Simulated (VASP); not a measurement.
# SnO2 (P2_1/c) in VASP: further runs

The runs below take SnO2 through single point, with PBE.

Everything below comes from runs of VASP 6.6.1. Logs are shortened: lines on timing, memory, paths and dates and some standing lists are left out, and cuts for length are marked.

## Step 1: The cell of the first run

Symmetry: P2_1/c, No. 14, monoclinic system. Conventional cell: a = 3.238 Å, b = 4.828 Å, c = 5.753 Å, α = 90.00°, β = 122.96°, γ = 90.00°. Within 2.7 Å of Sn (site symmetry -1) lie 6 O at 2.07 to 2.11 Å. Within 2.7 Å of O (site symmetry 1) lie 3 Sn at 2.07 to 2.11 Å and 1 O at 2.64 Å.

## Step 2: Single point, PBE (strain +0.0225 x Voigt [0, 0, 0, 0, 1, 0])

Contents of INCAR:

```
PREC = Accurate
ENCUT = 520
EDIFF = 1E-6
ISMEAR = 0
SIGMA = 0.05
LREAL = F
LASPH = T
NELM = 100
ALGO = Normal
ISIF = 2
LWAVE = F
LCHARG = F
GGA = PE
NBANDS = 35
```

Contents of KPOINTS:

```
Automatic mesh
0
Gamma
  6 6 8
```

Contents of POSCAR:

```
SnO2
1.0
    4.8277049966      0.0000000000      0.0543116812
    0.0000000000      4.8277049966      0.0000000000
    0.0364273981      0.0000000000      3.2379909407
Sn O
2 4
Direct
    0.0000000000      0.0000000000      0.0000000000
    0.5000000000      0.5000000000      0.5000000000
    0.3066050867      0.3066050867      0.0000000000
    0.1933949133      0.8066050867      0.5000000000
    0.6933949133      0.6933949133      0.0000000000
    0.8066050867      0.1933949133      0.5000000000
```

Potentials or basis: VASP PAW PBE potentials, release 64 (Sn_d, O).

Run with:

```sh
cat potpaw_PBE.64/Sn_d/POTCAR potpaw_PBE.64/O/POTCAR > POTCAR
mpirun -np 1 vasp_std > vasp.out
```

OUTCAR:

```text
PREC = Accurate
   ENCUT = 520
   EDIFF = 1E-6
   ISMEAR = 0
   LREAL = F
   LASPH = T
   NELM = 100
   ISIF = 2
   GGA = PE

 ion  position               nearest neighbor table
   1  0.000  0.000  0.000-   6 2.07   4 2.07   3 2.09   5 2.09   4 2.11   6 2.11   2 3.75   2 3.75
                             2 3.75   2 3.75
   2  0.500  0.500  0.500-   3 2.07   5 2.07   6 2.09   4 2.09   3 2.11   5 2.11   1 3.75   1 3.75
                             1 3.75   1 3.75
   3  0.307  0.307  0.000-   2 2.07   1 2.09   2 2.11
   4  0.193  0.807  0.500-   1 2.07   2 2.09   1 2.11
   5  0.693  0.693  0.000-   2 2.07   1 2.09   2 2.11
   6  0.807  0.193  0.500-   1 2.07   2 2.09   1 2.11

  LATTYP: Found a simple monoclinic cell.
 ALAT       =     3.2381958383
 B/A-ratio  =     1.4908625783
 C/A-ratio  =     1.4909569190
 COS(beta)  =    -0.0224971527

  Lattice vectors:

 A1 = (   0.0364273981,   0.0000000000,   3.2379909407)
 A2 = (   0.0000000000,   4.8277049966,   0.0000000000)
 A3 = (  -4.8277049966,   0.0000000000,  -0.0543116812)

Analysis of symmetry for initial positions (statically):
=====================================================================
 Subroutine PRICEL returns:
 Original cell was already a primitive cell.

 Routine SETGRP: Setting up the symmetry group for a
 simple monoclinic supercell.

 Subroutine GETGRP returns: Found  4 space group operations
 (whereof  2 operations were pure point group operations)
 out of a pool of  4 trial point group operations.

The static configuration has the point symmetry S_2 .
 The point group associated with its full space group is C_2h.

Analysis of symmetry for dynamics (positions and initial velocities):
=====================================================================
 Subroutine PRICEL returns:
 Original cell was already a primitive cell.

 Routine SETGRP: Setting up the symmetry group for a
 simple monoclinic supercell.

 Subroutine GETGRP returns: Found  4 space group operations
 (whereof  2 operations were pure point group operations)
 out of a pool of  4 trial point group operations.

The dynamic configuration has the point symmetry S_2 .
 The point group associated with its full space group is C_2h.

 Subroutine INISYM returns: Found  4 space group operations
 (whereof  2 operations are pure point group operations),
 and found     1 'primitive' translations

----------------------------------------------------------------------------------------

[... 104 lines left out ...]
   IBRION =     -1    ionic relax: 0-MD 1-quasi-New 2-CG
   NFREE  =      0    steps in history (QN), initial steepest desc. (CG)
   ISIF   =      2    stress and relaxation
   ISYM   =      2    0-nonsym 1-usesym 2-fastsym
   POTIM  = 0.5000    time-step for ionic-motion
   TEBEG  =    0.0;   TEEND  =   0.0 temperature during run
   PSTRESS=    0.0 pullay stress
   NELECT =      52.0000    total number of electrons
   NUPDOWN=      -1.0000    fix difference up-down
   EMIN   =  10.00;   EMAX   =-10.00  energy-range for DOS
   EFERMI =   0.00;   METHOD = LEGACY
   ISMEAR =     0;   SIGMA  =   0.05  broadening in eV -4-tet -1-fermi 0-gaus
   EFERMI_NEDOS =   21; number of points for ismear=-14 and -15
   IALGO  =     38    algorithm
   IMIX   =      4    mixing-type and parameters
     AMIX     =   0.40;   BMIX     =  1.00
     AMIX_MAG =   1.60;   BMIX_MAG =  1.00
  volume/ion in A,a.u.               =      12.58        84.87
  Fermi-wavevector in a.u.,A,eV,Ry     =   1.446023  2.732588 28.449550  2.090983
  Thomas-Fermi vector in A             =   2.564139
   LORBIT       =      0    0 simple, 1 ext, 2 COOP (PROOUT), +10 PAW based schemes
   GGA     = PE    functional components
   LHFCALC =     F    Hartree Fock is set to
   AEXX    =    0.0000 exact exchange contribution
   IVDW    =     0    specifies the selected vdW correction
   LEPSILON=     F    determine dielectric tensor
   LRPA    =     F    only Hartree local field effects (RPA)
 non-spin polarized calculation
 Gauss-broadening in eV      SIGMA  =   0.05
  energy-cutoff  :      520.00
  volume of cell :       75.46
 maximum number of plane-waves:      2058
   NGX = 17   NGY = 17   NGZ = 13

 number of electron      52.0000002 magnetization

 Free energy of the ion-electron system (eV)
  ---------------------------------------------------
  ext. energy  EPLUGINS =         0.00000000
  ---------------------------------------------------
  free energy    TOTEN  =       -37.29916419 eV

  energy without entropy =      -37.29916419  energy(sigma->0) =      -37.29916419

 E-fermi :   5.7869     XC(G=0): -10.9761

 val. band max:        5.5348017681   @ k =   0.0000   0.0000   0.0000
 cond. band min:       6.2065279518   @ k =   0.0000   0.0000   0.0000
 fundamental gap:      0.6717261837
 Fermi energy:         5.7869125103

 k-point     1 :       0.0000    0.0000    0.0000
  band No.  band energies     occupation
      1     -15.5048      2.00000
      2     -14.8406      2.00000
      3     -14.6458      2.00000
      4     -14.6231      2.00000
      5     -14.6194      2.00000
      6     -14.5506      2.00000
[... 901 lines left out ...]
     34      17.3090      0.00000
     35      17.7077      0.00000

 [... further k-points ...]

------------------------ aborting loop because EDIFF is reached ----------------------------------------

  FORCE on cell =-STRESS in cart. coord.  units (eV):
  Direction    XX          YY          ZZ          XY          YZ          ZX
  --------------------------------------------------------------------------------------
  -------------------------------------------------------------------------------------
  Total        0.2811498      0.2709326      0.4363556      0.0000000      0.0000000     -1.0521133
  in kB        5.9696147      5.7526740      9.2650775      0.0000000      0.0000000    -22.3393732
  external PRESSURE =       6.9957887 kB  Pullay stress =       0.0000000 kB

 VOLUME and BASIS-vectors are now :
 -----------------------------------------------------------------------------
  energy-cutoff  :      520.00
  volume of cell :       75.46
      direct lattice vectors                 reciprocal lattice vectors
     4.827704997  0.000000000  0.054311681     0.207163979  0.000000000 -0.002330595
     0.000000000  4.827704997  0.000000000     0.000000000  0.207137760  0.000000000
     0.036427398  0.000000000  3.237990941    -0.003474816  0.000000000  0.308872568

 POSITION                                       TOTAL-FORCE (eV/Angst)
 -----------------------------------------------------------------------------------
      0.00000      0.00000      0.00000         0.000000      0.000000      0.000000
      2.43207      2.41385      1.64615        -0.000000      0.000000      0.000000
      1.48020      1.48020      0.01665        -0.019282     -0.018116      0.099482
      0.95187      3.89405      1.62950         0.019282     -0.018116     -0.099482
      3.34751      3.34751      0.03766         0.019282      0.018116     -0.099482
      3.91227      0.93365      1.66280        -0.019282      0.018116      0.099482
 -----------------------------------------------------------------------------------
    total drift:                                0.000000      0.000000      0.000000

  FREE ENERGIE OF THE ION-ELECTRON SYSTEM (eV)
  ---------------------------------------------------
  free  energy   TOTEN  =       -37.2991641943 eV

  energy  without entropy=      -37.2991641943  energy(sigma->0) =      -37.29916419
```

OSZICAR:

```text
N       E                     dE             d eps       ncg     rms          rms(c)
DAV:   1     0.638867404755E+03    0.63887E+03   -0.25654E+04  8026   0.230E+03
DAV:   2     0.598784134952E+02   -0.57899E+03   -0.54554E+03  7808   0.611E+02
DAV:   3    -0.381309555931E+02   -0.98009E+02   -0.95960E+02  7953   0.208E+02
DAV:   4    -0.433023379927E+02   -0.51714E+01   -0.51340E+01  9120   0.517E+01
DAV:   5    -0.434382378273E+02   -0.13590E+00   -0.13568E+00  9071   0.891E+00    0.157E+01
DAV:   6    -0.372270137633E+02    0.62112E+01   -0.17581E+01 11586   0.643E+01    0.604E+00
DAV:   7    -0.373299306149E+02   -0.10292E+00   -0.20043E+00  8372   0.788E+00    0.317E+00
DAV:   8    -0.373061398004E+02    0.23791E-01   -0.18491E-01 11116   0.386E+00    0.740E-01
DAV:   9    -0.372982900684E+02    0.78497E-02   -0.34764E-02 11852   0.279E+00    0.129E-01
DAV:  10    -0.372990820489E+02   -0.79198E-03   -0.41231E-03  9339   0.564E-01    0.464E-02
DAV:  11    -0.372991658280E+02   -0.83779E-04   -0.19644E-04 11294   0.118E-01    0.195E-02
DAV:  12    -0.372991669306E+02   -0.11027E-05   -0.13162E-05 10764   0.260E-02    0.128E-02
DAV:  13    -0.372991639486E+02    0.29820E-05   -0.82255E-06  8777   0.375E-02    0.234E-03
DAV:  14    -0.372991641943E+02   -0.24564E-06   -0.59794E-07  4681   0.552E-03
   1 F= -.37299164E+02 E0= -.37299164E+02  d E =-.890287E-15
```

stdout:

```text
POSCAR found type information on POSCAR SnO
 POSCAR found :  2 types and       6 ions
 scaLAPACK will be used
 LDA part: xc-table for (Slater+PW92), standard interpolation
 POSCAR, INCAR and KPOINTS ok, starting setup
 FFT: planning ... GRIDC
 FFT: planning ... GRID_SOFT
 FFT: planning ... GRID
 WAVECAR not read
 entering main loop
```

It took 77 s on 1 thread of Intel Xeon 6975P-C (Granite Rapids), shared host; peak memory 0.33 GiB.

Results:

- Free energy: -37.2992 eV
- Pressure: 0.7 GPa
- Largest force: 0.103 eV/Å
- Band gap on the k mesh: 0.67 eV

Forces on the atoms (eV/Å):
```
Sn   0.000  0.000  0.000
Sn   0.000  0.000  0.000
O   -0.019 -0.018  0.099
O    0.019 -0.018 -0.099
O    0.019  0.018 -0.099
O   -0.019  0.018  0.099
```

Stress tensor (GPa, compression positive):
```
 0.60  0.00 -2.23
 0.00  0.58  0.00
-2.23  0.00  0.93
```

Caveat: the cell differs from its parent crystal (strain +0.0225 x Voigt [0, 0, 0, 0, 1, 0]); spin-orbit coupling is left out, which moves the levels of the heavy elements.

## Step 3: Single point, PBE (strain +0.0075 x Voigt [0, 0, 0, 0, 1, 0])

Contents of INCAR:

```
PREC = Accurate ; ENCUT = 520
EDIFF = 1E-7 ; ISMEAR = 0
SIGMA = 0.05 ; LREAL = F
LASPH = T ; NELM = 100
ALGO = Normal ; ISIF = 2
LWAVE = F ; LCHARG = F
GGA = PE ; NBANDS = 35
```

Contents of KPOINTS:

```
regular mesh
0
Gamma
  6 6 8
```

Edit POSCAR of step 2 so:

```diff
@@ -2,5 +2,5 @@
 1.0
-    4.8277049966      0.0000000000      0.0543116812
+    4.8277049966      0.0000000000      0.0181038937
     0.0000000000      4.8277049966      0.0000000000
-    0.0364273981      0.0000000000      3.2379909407
+    0.0121424660      0.0000000000      3.2379909407
 Sn O
```

Potentials or basis: VASP PAW PBE potentials, release 64 (Sn_d, O).

Run with:

```sh
cat potpaw_PBE.64/Sn_d/POTCAR potpaw_PBE.64/O/POTCAR > POTCAR
mpirun -np 1 vasp_std > vasp.out
```

OUTCAR:

```text
PREC = Accurate
   ENCUT = 520
   EDIFF = 1E-7
   ISMEAR = 0
   LREAL = F
   LASPH = T
   NELM = 100
   ISIF = 2
   GGA = PE

 ion  position               nearest neighbor table
   1  0.000  0.000  0.000-   6 2.08   4 2.08   3 2.09   5 2.09   4 2.09   6 2.09
   2  0.500  0.500  0.500-   3 2.08   5 2.08   6 2.09   4 2.09   3 2.09   5 2.09
   3  0.307  0.307  0.000-   2 2.08   1 2.09   2 2.09
   4  0.193  0.807  0.500-   1 2.08   2 2.09   1 2.09
   5  0.693  0.693  0.000-   2 2.08   1 2.09   2 2.09
   6  0.807  0.193  0.500-   1 2.08   2 2.09   1 2.09

  LATTYP: Found a simple monoclinic cell.
 ALAT       =     3.2380137077
 B/A-ratio  =     1.4909464358
 C/A-ratio  =     1.4909569190
 COS(beta)  =    -0.0074998945

  Lattice vectors:

 A1 = (   0.0121424660,   0.0000000000,   3.2379909407)
 A2 = (   0.0000000000,   4.8277049966,   0.0000000000)
 A3 = (  -4.8277049966,   0.0000000000,  -0.0181038937)

Analysis of symmetry for initial positions (statically):
=====================================================================
 Subroutine PRICEL returns:
 Original cell was already a primitive cell.

 Routine SETGRP: Setting up the symmetry group for a
 simple monoclinic supercell.

 Subroutine GETGRP returns: Found  4 space group operations
 (whereof  2 operations were pure point group operations)
 out of a pool of  4 trial point group operations.

The static configuration has the point symmetry S_2 .
 The point group associated with its full space group is C_2h.

Analysis of symmetry for dynamics (positions and initial velocities):
=====================================================================
 Subroutine PRICEL returns:
 Original cell was already a primitive cell.

 Routine SETGRP: Setting up the symmetry group for a
 simple monoclinic supercell.

 Subroutine GETGRP returns: Found  4 space group operations
[... 132 lines left out ...]
     AMIX_MAG =   1.60;   BMIX_MAG =  1.00
  volume/ion in A,a.u.               =      12.58        84.88
  Fermi-wavevector in a.u.,A,eV,Ry     =   1.445969  2.732485 28.447416  2.090826
  Thomas-Fermi vector in A             =   2.564091
   LORBIT       =      0    0 simple, 1 ext, 2 COOP (PROOUT), +10 PAW based schemes
   GGA     = PE    functional components
   LHFCALC =     F    Hartree Fock is set to
   AEXX    =    0.0000 exact exchange contribution
   IVDW    =     0    specifies the selected vdW correction
   LEPSILON=     F    determine dielectric tensor
   LRPA    =     F    only Hartree local field effects (RPA)
 non-spin polarized calculation
 Gauss-broadening in eV      SIGMA  =   0.05
  energy-cutoff  :      520.00
  volume of cell :       75.47
 maximum number of plane-waves:      2062
   NGX = 17   NGY = 17   NGZ = 13

 number of electron      52.0000002 magnetization

 Free energy of the ion-electron system (eV)
  ---------------------------------------------------
  ext. energy  EPLUGINS =         0.00000000
  ---------------------------------------------------
  free energy    TOTEN  =       -37.30972444 eV

  energy without entropy =      -37.30972444  energy(sigma->0) =      -37.30972444

 E-fermi :   5.7849     XC(G=0): -10.9756

 val. band max:        5.5309662412   @ k =   0.0000   0.0000   0.0000
 cond. band min:       6.2004721052   @ k =   0.0000   0.0000   0.0000
 fundamental gap:      0.6695058640
 Fermi energy:         5.7849223900

 k-point     1 :       0.0000    0.0000    0.0000
  band No.  band energies     occupation
      1     -15.5048      2.00000
      2     -14.8410      2.00000
      3     -14.6473      2.00000
      4     -14.6206      2.00000
      5     -14.6202      2.00000
      6     -14.5539      2.00000
[... 901 lines left out ...]
     34      17.3275      0.00000
     35      17.7224      0.00000

 [... further k-points ...]

------------------------ aborting loop because EDIFF is reached ----------------------------------------

  FORCE on cell =-STRESS in cart. coord.  units (eV):
  Direction    XX          YY          ZZ          XY          YZ          ZX
  --------------------------------------------------------------------------------------
  -------------------------------------------------------------------------------------
  Total        0.2386745      0.2375346      0.3873110      0.0000000      0.0000000     -0.3503637
  in kB        5.0671709      5.0429714      8.2227954      0.0000000      0.0000000     -7.4383868
  external PRESSURE =       6.1109792 kB  Pullay stress =       0.0000000 kB

 VOLUME and BASIS-vectors are now :
 -----------------------------------------------------------------------------
  energy-cutoff  :      520.00
  volume of cell :       75.47
      direct lattice vectors                 reciprocal lattice vectors
     4.827704997  0.000000000  0.018103894     0.207140673  0.000000000 -0.000776778
     0.000000000  4.827704997  0.000000000     0.000000000  0.207137760  0.000000000
     0.012142466  0.000000000  3.237990941    -0.001158142  0.000000000  0.308837820

 POSITION                                       TOTAL-FORCE (eV/Angst)
 -----------------------------------------------------------------------------------
      0.00000      0.00000      0.00000         0.000000      0.000000      0.000000
      2.41992      2.41385      1.62805        -0.000000      0.000000      0.000000
      1.48020      1.48020      0.00555        -0.014899     -0.014764      0.033101
      0.93972      3.89405      1.62250         0.014899     -0.014764     -0.033101
      3.34751      3.34751      0.01255         0.014899      0.014764     -0.033101
      3.90012      0.93365      1.63360        -0.014899      0.014764      0.033101
 -----------------------------------------------------------------------------------
    total drift:                                0.000000      0.000000      0.000000

  FREE ENERGIE OF THE ION-ELECTRON SYSTEM (eV)
  ---------------------------------------------------
  free  energy   TOTEN  =       -37.3097244388 eV

  energy  without entropy=      -37.3097244388  energy(sigma->0) =      -37.30972444
```

OSZICAR:

```text
N       E                     dE             d eps       ncg     rms          rms(c)
DAV:   1     0.632462582478E+03    0.63246E+03   -0.25623E+04  8064   0.228E+03
DAV:   2     0.565963544740E+02   -0.57587E+03   -0.54431E+03  7915   0.607E+02
DAV:   3    -0.384107552330E+02   -0.95007E+02   -0.93199E+02  7950   0.206E+02
DAV:   4    -0.433153548897E+02   -0.49046E+01   -0.48687E+01  9137   0.507E+01
DAV:   5    -0.434454808873E+02   -0.13013E+00   -0.12992E+00  9124   0.870E+00    0.156E+01
DAV:   6    -0.372380522766E+02    0.62074E+01   -0.17585E+01 11544   0.643E+01    0.605E+00
DAV:   7    -0.373405953111E+02   -0.10254E+00   -0.19980E+00  8393   0.786E+00    0.317E+00
DAV:   8    -0.373167407742E+02    0.23855E-01   -0.18509E-01 10943   0.386E+00    0.743E-01
DAV:   9    -0.373088544276E+02    0.78863E-02   -0.34955E-02 11870   0.280E+00    0.129E-01
DAV:  10    -0.373096426220E+02   -0.78819E-03   -0.41136E-03  9271   0.568E-01    0.463E-02
DAV:  11    -0.373097259383E+02   -0.83316E-04   -0.20098E-04 11307   0.121E-01    0.194E-02
DAV:  12    -0.373097270469E+02   -0.11087E-05   -0.13900E-05 10789   0.269E-02    0.129E-02
DAV:  13    -0.373097240276E+02    0.30193E-05   -0.84513E-06 10267   0.375E-02    0.235E-03
DAV:  14    -0.373097242908E+02   -0.26313E-06   -0.63447E-07  8514   0.544E-03    0.148E-03
DAV:  15    -0.373097244176E+02   -0.12689E-06   -0.28896E-08  4989   0.128E-03    0.533E-04
DAV:  16    -0.373097244388E+02   -0.21119E-07   -0.74761E-09  4522   0.119E-03
   1 F= -.37309724E+02 E0= -.37309724E+02  d E =-.612766E-15
```

Wall time 81 s (1 thread of Intel Xeon 6975P-C (Granite Rapids), shared host); peak memory 0.33 GiB.

Results:

```yaml
Free_energy: -37.3097 eV
Pressure: 0.6 GPa
Largest_force: 0.039 eV/Å
Band_gap_on_the_k_mesh: 0.67 eV
```

Forces in eV/Å, atoms in the order of the input:
```
Sn   0.000  0.000  0.000
Sn   0.000  0.000  0.000
O   -0.015 -0.015  0.033
O    0.015 -0.015 -0.033
O    0.015  0.015 -0.033
O   -0.015  0.015  0.033
```

Stress tensor (GPa, compression positive):
```
 0.51  0.00 -0.74
 0.00  0.50  0.00
-0.74  0.00  0.82
```

Caveat: the cell differs from its parent crystal (strain +0.0075 x Voigt [0, 0, 0, 0, 1, 0]); spin-orbit coupling is left out, which moves the levels of the heavy elements.
